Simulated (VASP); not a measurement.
# Ga4Sb5 in VASP: notebook

Runs on Ga4Sb5. Level: PBE. Tasks: single point.

Everything below comes from runs of VASP 6.6.1. Logs are shortened: lines on timing, memory, paths and dates and some standing lists are left out, and cuts for length are marked.

### 1 The cell of the first run

The cell holds a slab with vacuum, 9 atoms: a = 4.326 Å, b = 4.326 Å, c = 30.236 Å, α = 90.00°, β = 90.00°, γ = 90.00°.

### 2 Single point, PBE

INCAR reads:

```
SYSTEM = Ga4Sb5
  PREC = Accurate
  ENCUT = 520
  EDIFF = 1E-6
  ISMEAR = 0
  SIGMA = 0.05
  LREAL = .False.
  LASPH = .True.
  NELM = 80
  ALGO = Normal
  ISIF = 2
  LWAVE = .False.
  LCHARG = .False.
  LDIPOL = .True.
  IDIPOL = 3
  DIPOL = 0.5 0.5 0.503
  GGA = PE
  NBANDS = 48
  KPAR = 4
```

KPOINTS reads:

```
regular mesh
0
Gamma
  14 14 1
  0 0 0
```

POSCAR reads:

```
Ga4Sb5
1.0
    4.3260792900      0.0000000000      0.0000000000
    0.0000000000      4.3260792900      0.0000000000
    0.0000000000      0.0000000000     30.2360000258
Sb Ga
5 4
Direct
    0.0000000000      0.5000000000      0.2976584202
    0.5000000000      0.0000000000      0.3988292101
    0.0000000000      0.5000000000      0.5021672485
    0.5000000000      0.0000000000      0.6073507218
    0.0000000000      0.5000000000      0.7125183761
    0.5000000000      0.5000000000      0.3482438201
    0.0000000000      0.0000000000      0.4494146100
    0.5000000000      0.5000000000      0.5547828725
    0.0000000000      0.0000000000      0.6603325278
```

Potentials or basis: VASP PAW PBE potentials, release 64 (Sb, Ga_d).

Started as:

```sh
> cat potpaw_PBE.64/Sb/POTCAR potpaw_PBE.64/Ga_d/POTCAR > POTCAR
> mpirun -np 4 vasp_std > vasp.out
```

OUTCAR:

```text
SYSTEM = Ga4Sb5
   PREC = Accurate
   ENCUT = 520
   EDIFF = 1E-6
   ISMEAR = 0
   LREAL = .False.
   LASPH = .True.
   NELM = 80
   ISIF = 2
   GGA = PE

 ion  position               nearest neighbor table
   1  0.000  0.500  0.298-   6 2.65   6 2.65
   2  0.500  0.000  0.399-   6 2.65   6 2.65   7 2.65   7 2.65
   3  0.000  0.500  0.502-   8 2.69   8 2.69   7 2.69   7 2.69
   4  0.500  0.000  0.607-   8 2.68   8 2.68   9 2.69   9 2.69
   5  0.000  0.500  0.713-   9 2.68   9 2.68
   6  0.500  0.500  0.348-   2 2.65   2 2.65   1 2.65   1 2.65
   7  0.000  0.000  0.449-   2 2.65   2 2.65   3 2.69   3 2.69
   8  0.500  0.500  0.555-   4 2.68   4 2.68   3 2.69   3 2.69
   9  0.000  0.000  0.660-   5 2.68   5 2.68   4 2.69   4 2.69

  LATTYP: Found a simple tetragonal cell.
 ALAT       =     4.3260792900
 C/A-ratio  =     6.9892385227

  Lattice vectors:

 A1 = (   4.3260792900,   0.0000000000,   0.0000000000)
 A2 = (   0.0000000000,   4.3260792900,   0.0000000000)
 A3 = (   0.0000000000,   0.0000000000,  30.2360000258)

Analysis of symmetry for initial positions (statically):
=====================================================================
 Subroutine PRICEL returns:
 Original cell was already a primitive cell.

 Routine SETGRP: Setting up the symmetry group for a
 simple tetragonal supercell.

 Subroutine GETGRP returns: Found  4 space group operations
 (whereof  4 operations were pure point group operations)
 out of a pool of 16 trial point group operations.

The static configuration has the point symmetry C_2v.

Analysis of symmetry for dynamics (positions and initial velocities):
=====================================================================
 Subroutine PRICEL returns:
 Original cell was already a primitive cell.

 Routine SETGRP: Setting up the symmetry group for a
 simple tetragonal supercell.

 Subroutine GETGRP returns: Found  4 space group operations
 (whereof  4 operations were pure point group operations)
 out of a pool of 16 trial point group operations.

The dynamic configuration has the point symmetry C_2v.

 Subroutine INISYM returns: Found  4 space group operations
 (whereof  4 operations are pure point group operations),
 and found     1 'primitive' translations

----------------------------------------------------------------------------------------

                                     Primitive cell

  volume of cell :     565.8656

  direct lattice vectors                    reciprocal lattice vectors
[... 117 lines left out ...]
   EFERMI_NEDOS =   21; number of points for ismear=-14 and -15
   IALGO  =     38    algorithm
   IMIX   =      4    mixing-type and parameters
     AMIX     =   0.40;   BMIX     =  1.00
     AMIX_MAG =   1.60;   BMIX_MAG =  1.00
  volume/ion in A,a.u.               =      62.87       424.29
  Fermi-wavevector in a.u.,A,eV,Ry     =   0.842042  1.591229  9.647013  0.709035
  Thomas-Fermi vector in A             =   1.956685
   LORBIT       =      0    0 simple, 1 ext, 2 COOP (PROOUT), +10 PAW based schemes
   GGA     = PE    functional components
   LHFCALC =     F    Hartree Fock is set to
   AEXX    =    0.0000 exact exchange contribution
   IVDW    =     0    specifies the selected vdW correction
   LEPSILON=     F    determine dielectric tensor
   LRPA    =     F    only Hartree local field effects (RPA)
 non-spin polarized calculation
 Gauss-broadening in eV      SIGMA  =   0.05
  energy-cutoff  :      520.00
  volume of cell :      565.87
 maximum number of plane-waves:     15392
   NGX = 17   NGY = 17   NGZ =113

 dipolmoment           0.000000      0.000000      0.000100 electrons x Angstroem

 number of electron      77.0000067 magnetization

 dipolmoment           0.000000      0.000000     -0.000115 electrons x Angstroem

 Free energy of the ion-electron system (eV)
  ---------------------------------------------------
  ext. energy  EPLUGINS =         0.00000000
  ---------------------------------------------------
  free energy    TOTEN  =       -31.40309707 eV

  energy without entropy =      -31.39561892  energy(sigma->0) =      -31.39935799

 E-fermi :  -0.7584     XC(G=0):  -4.8079

 val. band max:       -0.7598752632   @ k =   0.0000   0.0714   0.0000
 cond. band min:      -0.7514230664   @ k =   0.2143   0.0000   0.0000
 fundamental gap:      0.0084521968
 Fermi energy:        -0.7583512965

 k-point     1 :       0.0000    0.0000    0.0000
  band No.  band energies     occupation
      1     -15.4423      2.00000
      2     -15.4086      2.00000
      3     -15.4084      2.00000
      4     -15.3963      2.00000
      5     -15.3770      2.00000
      6     -15.3691      2.00000
[... 1213 lines left out ...]
     47       3.4000      0.00000
     48       3.6674      0.00000

 [... further k-points ...]

------------------------ aborting loop because EDIFF is reached ----------------------------------------

 vacuum level on the upper side and lower side of the slab       (xc-potential included)        -0.152        -0.154

  FORCE on cell =-STRESS in cart. coord.  units (eV):
  Direction    XX          YY          ZZ          XY          YZ          ZX
  --------------------------------------------------------------------------------------
  -------------------------------------------------------------------------------------
  Total       -0.8210078     -1.2368547      1.0855630      0.0000000      0.0000000      0.0000000
  in kB       -2.3245805     -3.5019988      3.0736354      0.0000000      0.0000000      0.0000000
  external PRESSURE =      -0.9176480 kB  Pullay stress =       0.0000000 kB

 VOLUME and BASIS-vectors are now :
 -----------------------------------------------------------------------------
  energy-cutoff  :      520.00
  volume of cell :      565.87
      direct lattice vectors                 reciprocal lattice vectors
     4.326079290  0.000000000  0.000000000     0.231156189  0.000000000  0.000000000
     0.000000000  4.326079290  0.000000000     0.000000000  0.231156189  0.000000000
     0.000000000  0.000000000 30.236000026     0.000000000  0.000000000  0.033073158

 POSITION                                       TOTAL-FORCE (eV/Angst)
 -----------------------------------------------------------------------------------
      0.00000      2.16304      9.00000         0.000000      0.000000     -0.193034
      2.16304      0.00000     12.05900         0.000000      0.000000      0.138527
      0.00000      2.16304     15.18353         0.000000      0.000000      0.019226
      2.16304      0.00000     18.36386         0.000000      0.000000     -0.039804
      0.00000      2.16304     21.54371         0.000000      0.000000     -0.053711
      2.16304      2.16304     10.52950         0.000000      0.000000     -0.194457
      0.00000      0.00000     13.58850         0.000000      0.000000      0.247360
      2.16304      2.16304     16.77441         0.000000      0.000000      0.024903
      0.00000      0.00000     19.96581         0.000000      0.000000      0.050990
 -----------------------------------------------------------------------------------
    total drift:                                0.000000     -0.000000     -0.000745

  FREE ENERGIE OF THE ION-ELECTRON SYSTEM (eV)
  ---------------------------------------------------
  free  energy   TOTEN  =       -31.4030970682 eV

  energy  without entropy=      -31.3956189158  energy(sigma->0) =      -31.39935799

 vacuum level on the upper side and lower side of the slab         4.409         4.408
```

Wall time 12 min (4 MPI ranks of Intel Xeon Platinum 8559C (Emerald Rapids), shared host); peak memory 1.4 GiB.

Results:

```yaml
Free_energy: -31.4031 eV
Largest_force: 0.247 eV/Å
Band_gap_on_the_k_mesh: zero (an odd number of electrons rules out a gap without spin polarisation)
```

Forces in eV/Å, atoms in the order of the input:
```
Sb   0.000  0.000 -0.193
Sb   0.000  0.000  0.139
Sb   0.000  0.000  0.019
Sb   0.000  0.000 -0.040
Sb   0.000  0.000 -0.054
Ga   0.000  0.000 -0.194
Ga   0.000  0.000  0.247
Ga   0.000  0.000  0.025
Ga   0.000  0.000  0.051
```

Caveat: spin-orbit coupling is left out, which moves the levels of the heavy elements.

### 3 Single point, PBE

INCAR reads:

```
SYSTEM = Ga4Sb5
  ALGO = Normal
  DIPOL = 0.5 0.5 0.503
  EDIFF = 1E-7
  ENCUT = 520
  GGA = PE
  IDIPOL = 3
  ISIF = 2
  ISMEAR = 0
  LASPH = .TRUE.
  LCHARG = .FALSE.
  LDIPOL = .TRUE.
  LREAL = .FALSE.
  LWAVE = .FALSE.
  NBANDS = 48
  NELM = 80
  PREC = Accurate
  SIGMA = 0.05
```

KPOINTS reads:

```
k-points
0
G
  6 6 1
  0 0 0
```

POSCAR is that of step 2.

Potentials or basis: VASP PAW PBE potentials, release 64 (Sb, Ga_d).

Started as:

```sh
> cat potpaw_PBE.64/Sb/POTCAR potpaw_PBE.64/Ga_d/POTCAR > POTCAR
> mpirun -np 1 vasp_std > vasp.out
```

OUTCAR:

```text
SYSTEM = Ga4Sb5
   EDIFF = 1E-7
   ENCUT = 520
   GGA = PE
   ISIF = 2
   ISMEAR = 0
   LASPH = .TRUE.
   LREAL = .FALSE.
   NELM = 80
   PREC = Accurate

 ion  position               nearest neighbor table
   1  0.000  0.500  0.298-   6 2.65   6 2.65
   2  0.500  0.000  0.399-   6 2.65   6 2.65   7 2.65   7 2.65
   3  0.000  0.500  0.502-   8 2.69   8 2.69   7 2.69   7 2.69
   4  0.500  0.000  0.607-   8 2.68   8 2.68   9 2.69   9 2.69
   5  0.000  0.500  0.713-   9 2.68   9 2.68
   6  0.500  0.500  0.348-   2 2.65   2 2.65   1 2.65   1 2.65
   7  0.000  0.000  0.449-   2 2.65   2 2.65   3 2.69   3 2.69
   8  0.500  0.500  0.555-   4 2.68   4 2.68   3 2.69   3 2.69
   9  0.000  0.000  0.660-   5 2.68   5 2.68   4 2.69   4 2.69

[... 1029 lines left out ...]
 -----------------------------------------------------------------------------
  energy-cutoff  :      520.00
  volume of cell :      565.87
      direct lattice vectors                 reciprocal lattice vectors
     4.326079290  0.000000000  0.000000000     0.231156189  0.000000000  0.000000000
     0.000000000  4.326079290  0.000000000     0.000000000  0.231156189  0.000000000
     0.000000000  0.000000000 30.236000026     0.000000000  0.000000000  0.033073158

 POSITION                                       TOTAL-FORCE (eV/Angst)
 -----------------------------------------------------------------------------------
      0.00000      2.16304      9.00000         0.000000      0.000000     -0.229244
      2.16304      0.00000     12.05900         0.000000      0.000000      0.097301
      0.00000      2.16304     15.18353         0.000000      0.000000      0.004118
      2.16304      0.00000     18.36386         0.000000      0.000000      0.008429
      0.00000      2.16304     21.54371         0.000000      0.000000      0.026706
      2.16304      2.16304     10.52950         0.000000      0.000000     -0.155693
      0.00000      0.00000     13.58850         0.000000      0.000000      0.281101
      2.16304      2.16304     16.77441         0.000000      0.000000     -0.009808
      0.00000      0.00000     19.96581         0.000000      0.000000     -0.022911
 -----------------------------------------------------------------------------------
    total drift:                                0.000000     -0.000000     -0.000750

  FREE ENERGIE OF THE ION-ELECTRON SYSTEM (eV)
  ---------------------------------------------------
  free  energy   TOTEN  =       -31.3745358594 eV

  energy  without entropy=      -31.3613980017  energy(sigma->0) =      -31.36796693

 vacuum level on the upper side and lower side of the slab         4.489         4.447
```

OSZICAR:

```text
N       E                     dE             d eps       ncg     rms          rms(c)
DAV:   1     0.538239195253E+03    0.53824E+03   -0.31695E+04  1672   0.148E+03
DAV:   2     0.316704672395E+02   -0.50657E+03   -0.49118E+03  1760   0.340E+02
DAV:   3    -0.280844083996E+02   -0.59755E+02   -0.58326E+02  1856   0.121E+02
[... 22 lines left out ...]
DAV:  26    -0.313745344573E+02   -0.80108E-06   -0.63277E-08  1080   0.625E-04    0.332E-04
DAV:  27    -0.313745350348E+02   -0.57749E-06   -0.78281E-09   968   0.389E-04    0.220E-04
DAV:  28    -0.313745355371E+02   -0.50227E-06   -0.91598E-09  1032   0.278E-04    0.952E-05
DAV:  29    -0.313745357988E+02   -0.26173E-06   -0.51589E-09  1016   0.178E-04    0.448E-05
DAV:  30    -0.313745358594E+02   -0.60629E-07   -0.15910E-09   992   0.202E-04
   1 F= -.31374536E+02 E0= -.31367967E+02  d E =-.131379E-01
```

stdout:

```text
POSCAR found type information on POSCAR SbGa
 POSCAR found :  2 types and       9 ions
 scaLAPACK will be used
 LDA part: xc-table for (Slater+PW92), standard interpolation
 POSCAR, INCAR and KPOINTS ok, starting setup
 FFT: planning ... GRIDC
 FFT: planning ... GRID_SOFT
 FFT: planning ... GRID
 WAVECAR not read
 entering main loop
```

It took 20 min on 1 thread of Intel Xeon 8259CL, shared host; peak memory 0.73 GiB.

What came out:

```
Free energy            : -31.3745 eV
Largest force          : 0.281 eV/Å
Band gap on the k mesh : zero (an odd number of electrons rules out a gap without spin polarisation)
```

Forces in eV/Å, atoms in the order of the input:
```
Sb   0.000  0.000 -0.229
Sb   0.000  0.000  0.097
Sb   0.000  0.000  0.004
Sb   0.000  0.000  0.008
Sb   0.000  0.000  0.027
Ga   0.000  0.000 -0.156
Ga   0.000  0.000  0.281
Ga   0.000  0.000 -0.010
Ga   0.000  0.000 -0.023
```

Caveat: spin-orbit coupling is left out, which moves the levels of the heavy elements.
